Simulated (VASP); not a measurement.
# TiAl3Ni2 (P4/mmm) in VASP: a series of runs

TiAl3Ni2 is run at these levels: PBE; tasks: single point, relaxation of cell and atoms.

All numbers are computed with VASP 6.6.1; they aren't measurements. Logs are shortened: lines on timing, memory, paths and dates and some standing lists are left out, and cuts for length are marked.

## (1) The cell of the first run

Symmetry: P4/mmm, No. 123, tetragonal system. The conventional cell has a = 2.881 Å, b = 2.881 Å, c = 9.736 Å, α = 90.00°, β = 90.00°, γ = 90.00°. Within 3.7 Å of Ti (site symmetry 4/mmm) lie 8 Al at 2.83 Å and 4 Ti at 2.88 Å and 2 Ni at 3.42 Å. Al (site symmetry 4/mmm) has 8 Ni at 2.50 Å and 6 Al at 2.88 to 2.90 Å within 3.3 Å. Al (site symmetry 4mm) has 4 Ni at 2.50 Å and 4 Ti at 2.83 Å and 5 Al at 2.88 to 2.90 Å within 3.3 Å. Within 3.5 Å of Ni (site symmetry 4mm) lie 8 Al at 2.50 Å and 5 Ni at 2.88 to 2.89 Å and 1 Ti at 3.42 Å.

## (2) Single point, PBE

Contents of INCAR:

```
ALGO = Fast ; EDIFF = 1E-6
ENCUT = 520 ; GGA = PE
ISIF = 2 ; ISMEAR = 0
LASPH = True ; LCHARG = False
LREAL = False ; LWAVE = False
NBANDS = 30 ; NELM = 60
PREC = Accurate ; SIGMA = 0.1
```

Contents of KPOINTS:

```
k-points
0
Gamma
  14 14 4
```

Contents of POSCAR:

```
TiAl3Ni2
1.0
    2.8807412367      0.0000000000      0.0000000000
    0.0000000000      2.8807412367      0.0000000000
    0.0000000000      0.0000000000      9.7358721046
Ti Al Ni
1 3 2
Direct
    0.0000000000      0.0000000000      0.5000000000
    0.5000000000      0.5000000000      0.0000000000
    0.5000000000      0.5000000000      0.2981093723
    0.5000000000      0.5000000000      0.7018906277
    0.0000000000      0.0000000000      0.8514349617
    0.0000000000      0.0000000000      0.1485650383
```

Potentials or basis: VASP PAW PBE potentials, release 64 (Ti_sv, Al, Ni).

Launch:

```
> cat potpaw_PBE.64/Ti_sv/POTCAR potpaw_PBE.64/Al/POTCAR potpaw_PBE.64/Ni/POTCAR > POTCAR
> mpirun -np 1 vasp_std > vasp.out
```

OUTCAR:

```text
EDIFF = 1E-6
   ENCUT = 520
   GGA = PE
   ISIF = 2
   ISMEAR = 0
   LASPH = True
   LREAL = False
   NELM = 60
   PREC = Accurate

 ion  position               nearest neighbor table
   1  0.000  0.000  0.500-   3 2.83   4 2.83   3 2.83   4 2.83   3 2.83   4 2.83   3 2.83   4 2.83

   2  0.500  0.500  0.000-   5 2.50   6 2.50   5 2.50   6 2.50   5 2.50   6 2.50   5 2.50   6 2.50
                             3 2.90   4 2.90
   3  0.500  0.500  0.298-   6 2.50   6 2.50   6 2.50   6 2.50   1 2.83   1 2.83   1 2.83   1 2.83
                             2 2.90
   4  0.500  0.500  0.702-   5 2.50   5 2.50   5 2.50   5 2.50   1 2.83   1 2.83   1 2.83   1 2.83
                             2 2.90
   5  0.000  0.000  0.851-   2 2.50   2 2.50   2 2.50   2 2.50   4 2.50   4 2.50   4 2.50   4 2.50
                             6 2.89
   6  0.000  0.000  0.149-   2 2.50   2 2.50   2 2.50   2 2.50   3 2.50   3 2.50   3 2.50   3 2.50
                             5 2.89

  LATTYP: Found a simple tetragonal cell.
 ALAT       =     2.8807412367
 C/A-ratio  =     3.3796413161

  Lattice vectors:

 A1 = (   2.8807412367,   0.0000000000,   0.0000000000)
 A2 = (   0.0000000000,   2.8807412367,   0.0000000000)
 A3 = (   0.0000000000,   0.0000000000,   9.7358721046)

Analysis of symmetry for initial positions (statically):
=====================================================================
 Subroutine PRICEL returns:
 Original cell was already a primitive cell.

 Routine SETGRP: Setting up the symmetry group for a
 simple tetragonal supercell.

 Subroutine GETGRP returns: Found 16 space group operations
 (whereof 16 operations were pure point group operations)
 out of a pool of 16 trial point group operations.

The static configuration has the point symmetry D_4h.

Analysis of symmetry for dynamics (positions and initial velocities):
=====================================================================
 Subroutine PRICEL returns:
 Original cell was already a primitive cell.

 Routine SETGRP: Setting up the symmetry group for a
 simple tetragonal supercell.

 Subroutine GETGRP returns: Found 16 space group operations
 (whereof 16 operations were pure point group operations)
 out of a pool of 16 trial point group operations.

The dynamic configuration has the point symmetry D_4h.

 Subroutine INISYM returns: Found 16 space group operations
 (whereof 16 operations are pure point group operations),
 and found     1 'primitive' translations

----------------------------------------------------------------------------------------

                                     Primitive cell

  volume of cell :      80.7948

  direct lattice vectors                    reciprocal lattice vectors
     2.880741237  0.000000000  0.000000000     0.347132879  0.000000000  0.000000000
     0.000000000  2.880741237  0.000000000     0.000000000  0.347132879  0.000000000
     0.000000000  0.000000000  9.735872105     0.000000000  0.000000000  0.102712935

  length of vectors
     2.880741237  2.880741237  9.735872105     0.347132879  0.347132879  0.102712935

  position of ions in fractional coordinates (direct lattice)
     0.000000000  0.000000000  0.500000000
     0.500000000  0.500000000  0.000000000
     0.500000000  0.500000000  0.298109372
     0.500000000  0.500000000  0.701890628
     0.000000000  0.000000000  0.851434962
     0.000000000  0.000000000  0.148565038

  ion indices of the primitive-cell ions
   primitive index   ion index
                 1           1
                 2           2
                 3           3
                 4           4
                 5           5
                 6           6

----------------------------------------------------------------------------------------

 KPOINTS: k-points

Automatic generation of k-mesh.
 Grid dimensions read from file:
 generate k-points for:   14   14    4

 Generating k-lattice:

  Cartesian coordinates                     Fractional coordinates (reciprocal lattice)
     0.024795206  0.000000000  0.000000000     0.071428571  0.000000000  0.000000000
     0.000000000  0.024795206  0.000000000     0.000000000  0.071428571  0.000000000
     0.000000000  0.000000000  0.025678234     0.000000000  0.000000000  0.250000000

  Length of vectors
     0.024795206  0.024795206  0.025678234

  Shift w.r.t. Gamma in fractional coordinates (k-lattice)
     0.000000000  0.000000000  0.000000000

 Subroutine IBZKPT returns following result:
 ===========================================

 Found    108 irreducible k-points:

 Following reciprocal coordinates:
            Coordinates               Weight
  0.000000  0.000000  0.000000      1.000000
  0.071429  0.000000  0.000000      4.000000
  0.142857  0.000000  0.000000      4.000000
  0.214286  0.000000  0.000000      4.000000
  0.285714  0.000000  0.000000      4.000000
  0.357143  0.000000  0.000000      4.000000
[... 16 lines left out ...]
  0.285714  0.214286  0.000000      8.000000
  0.357143  0.214286  0.000000      8.000000
 [... further k-points ...]
   k-points           NKPTS =    108   k-points in BZ     NKDIM =    108   number of bands    NBANDS=     30
   number of dos      NEDOS =    301   number of ions     NIONS =      6
   total plane-waves  NPLWV =  41472
   dimension x,y,z NGX =    24 NGY =   24 NGZ =   72
   dimension x,y,z NGXF=    48 NGYF=   48 NGZF=  144
   ions per type =               1   3   2
   NGX,Y,Z   is equivalent  to a cutoff of  13.85, 13.85, 12.29 a.u.
   NGXF,Y,Z  is equivalent  to a cutoff of  27.70, 27.70, 24.59 a.u.
 SYSTEM =  unknown system
   PREC   = accura    normal or accurate (medium, high low for compatibility)
   ISTART =      0    job   : 0-new  1-cont  2-samecut
   ICHARG =      2    charge: 1-file 2-atom 10-const
   ISPIN  =      1    spin polarized calculation?
   LNONCOLLINEAR =      F non collinear calculations
   LSORBIT =      F    spin-orbit coupling
   LASPH  =      T    aspherical Exc in radial PAW
   ENCUT  =  520.0 eV  38.22 Ry    6.18 a.u.   5.36  5.36 18.10*2*pi/ulx,y,z
   NELM   =     60;   NELMIN=  2; NELMDL= -5     # of ELM steps
   EDIFF  = 0.1E-05   stopping-criterion for ELM
   LREAL  =      F    real-space projection
   EDIFFG = 0.1E-04   stopping-criterion for IOM
   NSW    =      0    number of steps for IOM
   IBRION =     -1    ionic relax: 0-MD 1-quasi-New 2-CG
   NFREE  =      0    steps in history (QN), initial steepest desc. (CG)
   ISIF   =      2    stress and relaxation
   ISYM   =      2    0-nonsym 1-usesym 2-fastsym
   POTIM  = 0.5000    time-step for ionic-motion
   TEBEG  =    0.0;   TEEND  =   0.0 temperature during run
   PSTRESS=    0.0 pullay stress
   NELECT =      41.0000    total number of electrons
   NUPDOWN=      -1.0000    fix difference up-down
   EMIN   =  10.00;   EMAX   =-10.00  energy-range for DOS
   EFERMI =   0.00;   METHOD = LEGACY
   ISMEAR =     0;   SIGMA  =   0.10  broadening in eV -4-tet -1-fermi 0-gaus
   EFERMI_NEDOS =   21; number of points for ismear=-14 and -15
   IALGO  =     68    algorithm
   IMIX   =      4    mixing-type and parameters
     AMIX     =   0.40;   BMIX     =  1.00
     AMIX_MAG =   1.60;   BMIX_MAG =  1.00
  volume/ion in A,a.u.               =      13.47        90.87
  Fermi-wavevector in a.u.,A,eV,Ry     =   1.305795  2.467595 23.199301  1.705101
  Thomas-Fermi vector in A             =   2.436640
   LORBIT       =      0    0 simple, 1 ext, 2 COOP (PROOUT), +10 PAW based schemes
   GGA     = PE    functional components
   LHFCALC =     F    Hartree Fock is set to
   AEXX    =    0.0000 exact exchange contribution
   IVDW    =     0    specifies the selected vdW correction
   LEPSILON=     F    determine dielectric tensor
   LRPA    =     F    only Hartree local field effects (RPA)
 non-spin polarized calculation
 RMM-DIIS sequential band-by-band and
 Gauss-broadening in eV      SIGMA  =   0.10
  energy-cutoff  :      520.00
  volume of cell :       80.79
 maximum number of plane-waves:      2202
 NGX is ok and might be reduce to    24

 number of electron      41.0000027 magnetization

 Free energy of the ion-electron system (eV)
  ---------------------------------------------------
  ext. energy  EPLUGINS =         0.00000000
  ---------------------------------------------------
  free energy    TOTEN  =       -33.51681607 eV

  energy without entropy =      -33.49611358  energy(sigma->0) =      -33.50646482

 E-fermi :   9.2372     XC(G=0): -11.6118

 val. band max:        9.2338400700   @ k =   0.3571   0.2857   0.5000
 cond. band min:       9.2423634917   @ k =   0.1429   0.0000   0.5000
 fundamental gap:      0.0085234217
 Fermi energy:         9.2371721368

 k-point     1 :       0.0000    0.0000    0.0000
  band No.  band energies     occupation
      1     -47.4083      2.00000
      2     -23.8286      2.00000
      3     -23.3976      2.00000
      4     -23.3976      2.00000
      5      -1.3827      2.00000
      6       0.1669      2.00000
[... 22 lines left out ...]
     29      17.2084      0.00000
     30      17.4027      0.00000

 k-point     2 :       0.0714    0.0000    0.0000
  band No.  band energies     occupation
      1     -47.4061      2.00000
      2     -23.8262      2.00000
      3     -23.4178      2.00000
      4     -23.3959      2.00000
      5      -1.2888      2.00000
      6       0.2544      2.00000
[... 22 lines left out ...]
     29      16.6811      0.00000
     30      17.3002      0.00000

 k-point     3 :       0.1429    0.0000    0.0000
  band No.  band energies     occupation
      1     -47.3997      2.00000
      2     -23.8193      2.00000
      3     -23.4740      2.00000
      4     -23.3911      2.00000
      5      -1.0086      2.00000
      6       0.5148      2.00000
[... 22 lines left out ...]
     29      15.7677      0.00000
     30      16.9167      0.00000

 k-point     4 :       0.2143    0.0000    0.0000
  band No.  band energies     occupation
      1     -47.3905      2.00000
      2     -23.8093      2.00000
      3     -23.5544      2.00000
      4     -23.3840      2.00000
      5      -0.5465      2.00000
      6       0.9418      2.00000
[... 22 lines left out ...]
     29      16.3391      0.00000
     30      16.9072      0.00000

 k-point     5 :       0.2857    0.0000    0.0000
  band No.  band energies     occupation
      1     -47.3803      2.00000
      2     -23.7982      2.00000
      3     -23.6427      2.00000
      4     -23.3762      2.00000
      5       0.0891      2.00000
      6       1.5234      2.00000
[... 22 lines left out ...]
     29      16.0609      0.00000
     30      17.0292      0.00000
[... 526 lines left out ...]
     29      14.5699      0.00000
     30      16.0621      0.00000

 k-point    22 :       0.2143    0.2143    0.0000
  band No.  band energies     occupation
      1     -47.3729      2.00000
      2     -23.7907      2.00000
      3     -23.5432      2.00000
      4     -23.5321      2.00000
      5       0.2632      2.00000
      6       1.6870      2.00000
[... 22 lines left out ...]
     29      14.2294      0.00000
     30      15.4576      0.00000

 k-point    23 :       0.2857    0.2143    0.0000
  band No.  band energies     occupation
      1     -47.3628      2.00000
      2     -23.7800      2.00000
      3     -23.6246      2.00000
      4     -23.5277      2.00000
      5       0.8749      2.00000
      6       2.2406      2.00000
[... 22 lines left out ...]
     29      14.2836      0.00000
     30      15.5290      0.00000

 k-point    24 :       0.3571    0.2143    0.0000
  band No.  band energies     occupation
      1     -47.3537      2.00000
      2     -23.7703      2.00000
      3     -23.7016      2.00000
      4     -23.5192      2.00000
      5       1.6344      2.00000
      6       2.9103      2.00000
[... 22 lines left out ...]
     29      14.6389      0.00000
     30      15.4069      0.00000

 [... further k-points ...]

------------------------ aborting loop because EDIFF is reached ----------------------------------------

  FORCE on cell =-STRESS in cart. coord.  units (eV):
  Direction    XX          YY          ZZ          XY          YZ          ZX
  --------------------------------------------------------------------------------------
  -------------------------------------------------------------------------------------
  Total        0.0081023      0.0081023     -0.0112583      0.0000000      0.0000000      0.0000000
  in kB        0.1606706      0.1606706     -0.2232550      0.0000000      0.0000000      0.0000000
  external PRESSURE =       0.0326954 kB  Pullay stress =       0.0000000 kB

 VOLUME and BASIS-vectors are now :
 -----------------------------------------------------------------------------
  energy-cutoff  :      520.00
  volume of cell :       80.79
      direct lattice vectors                 reciprocal lattice vectors
     2.880741237  0.000000000  0.000000000     0.347132879  0.000000000  0.000000000
     0.000000000  2.880741237  0.000000000     0.000000000  0.347132879  0.000000000
     0.000000000  0.000000000  9.735872105     0.000000000  0.000000000  0.102712935

 POSITION                                       TOTAL-FORCE (eV/Angst)
 -----------------------------------------------------------------------------------
      0.00000      0.00000      4.86794        -0.000000     -0.000000      0.000000
      1.44037      1.44037      0.00000        -0.000000     -0.000000      0.000000
      1.44037      1.44037      2.90235        -0.000000      0.000000      0.000738
      1.44037      1.44037      6.83352         0.000000     -0.000000     -0.000738
      0.00000      0.00000      8.28946         0.000000     -0.000000     -0.002922
      0.00000      0.00000      1.44641        -0.000000      0.000000      0.002922
 -----------------------------------------------------------------------------------
    total drift:                               -0.000000      0.000000      0.000000

  FREE ENERGIE OF THE ION-ELECTRON SYSTEM (eV)
  ---------------------------------------------------
  free  energy   TOTEN  =       -33.5168160653 eV

  energy  without entropy=      -33.4961135807  energy(sigma->0) =      -33.50646482
```

Wall time 2.8 min (1 thread of Intel Xeon 6975P-C (Granite Rapids), shared host); peak memory 0.37 GiB.

Results:

```
Free energy            : -33.5168 eV
Pressure               : 0.0 GPa
Band gap on the k mesh : zero (an odd number of electrons rules out a gap without spin polarisation)
```

Forces in eV/Å, atoms in the order of the input:
```
Ti   0.000  0.000  0.000
Al   0.000  0.000  0.000
Al   0.000  0.000  0.001
Al   0.000  0.000 -0.001
Ni   0.000  0.000 -0.003
Ni   0.000  0.000  0.003
```

Spin polarisation is off, so any magnetic state and its effect on volume and gap are missing.

## (3) Single point, PBE, collinear spin, ferromagnetic start

This run uses another cell than the first one, of the same volume but with other edges.

Contents of INCAR:

```
SYSTEM = TiAl3Ni2
  PREC = Accurate
  ENCUT = 520
  EDIFF = 1E-6
  ISMEAR = 0
  SIGMA = 0.1
  LREAL = .FALSE.
  LASPH = .TRUE.
  NELM = 150
  ALGO = Fast
  ISIF = 2
  LWAVE = .FALSE.
  LCHARG = .FALSE.
  ISPIN = 2
  MAGMOM = 0 0 0 0 2 2
  LORBIT = 11
  LMAXMIX = 4
  GGA = PE
  NBANDS = 34
```

Contents of KPOINTS:

```
regular mesh
0
G
  6 6 2
  0 0 0
```

Contents of POSCAR:

```
TiAl3Ni2
1.0
    2.8455970988      0.0000000000      0.0000000000
    0.0000000000      2.8455970988      0.0000000000
    0.0000000000      0.0000000000      9.9788653278
Ti Al Ni
1 3 2
Direct
    0.0000000000      0.0000000000      0.5000000000
    0.5000000000      0.5000000000      0.0000000000
    0.5000000000      0.5000000000      0.3001007284
    0.5000000000      0.5000000000      0.6998992716
    0.0000000000      0.0000000000      0.8508660051
    0.0000000000      0.0000000000      0.1491339949
```

Potentials or basis: VASP PAW PBE potentials, release 64 (Ti_sv, Al, Ni).

Launch:

```
> cat potpaw_PBE.64/Ti_sv/POTCAR potpaw_PBE.64/Al/POTCAR potpaw_PBE.64/Ni/POTCAR > POTCAR
> mpirun -np 1 vasp_std > vasp.out
```

Wall time 77 s (1 thread of Intel Xeon 6975P-C (Granite Rapids), shared host); peak memory 0.28 GiB.

The run converged. Its results:

```yaml
Free_energy: -33.5013 eV
Pressure: -0.1 GPa
Largest_force: 0.006 eV/Å
Net_moment: 0.00 μB per cell
Valence_electrons_inside_the_program's_atomic_spheres: Ti 10.28; Al 0.79, 0.81 (each value once); Ni 9.43
```

Forces on the atoms (eV/Å):
```
Ti   0.000  0.000  0.000
Al   0.000  0.000  0.000
Al   0.000  0.000  0.004
Al   0.000  0.000 -0.004
Ni   0.000  0.000 -0.006
Ni   0.000  0.000  0.006
```

Stress tensor (GPa, compression positive):
```
-0.08  0.00  0.00
 0.00 -0.08  0.00
 0.00  0.00 -0.16
```

Levels at points of the mesh, in eV from the Fermi level:
Spin up:
```csv
k point,band 17,band 18,band 19,band 20,band 21,band 22,band 23,band 24,band 25,band 26
"(0.00, 0.00, 0.00)",-1.43,-1.40,-0.87,-0.72,0.65,1.91,1.91,2.56,3.27,6.49
"(0.50, 0.00, 0.00)",-1.84,-1.83,-1.57,-0.74,-0.71,-0.38,1.74,2.33,2.34,2.37
"(0.50, 0.50, 0.00)",-1.27,-0.94,-0.93,0.32,1.08,1.08,1.82,1.83,1.83,2.18
"(0.00, 0.00, 0.50)",-1.43,-1.40,-0.71,-0.31,0.07,1.91,1.91,2.18,3.27,6.68
"(0.50, 0.00, 0.50)",-1.83,-1.80,-1.57,-1.15,-0.56,-0.37,1.43,1.74,2.34,2.85
"(0.50, 0.50, 0.50)",-0.93,-0.34,-0.34,-0.22,-0.22,0.47,1.81,2.30,2.31,3.00
```
Spin down:
```csv
k point,band 19,band 20,band 21,band 22,band 23,band 24
"(0.00, 0.00, 0.00)",-0.87,-0.72,0.65,1.91,1.91,2.56
"(0.50, 0.00, 0.00)",-1.58,-0.74,-0.71,-0.38,1.74,2.33
"(0.50, 0.50, 0.00)",-0.93,0.32,1.08,1.08,1.82,1.83
"(0.00, 0.00, 0.50)",-0.71,-0.31,0.07,1.91,1.91,2.18
"(0.50, 0.00, 0.50)",-1.57,-1.15,-0.56,-0.37,1.43,1.74
"(0.50, 0.50, 0.50)",-0.34,-0.22,-0.22,0.47,1.81,2.30
```

Caveat: the k points lie up to 0.37 Å⁻¹ apart.

(Continued in part 2 of 3.)
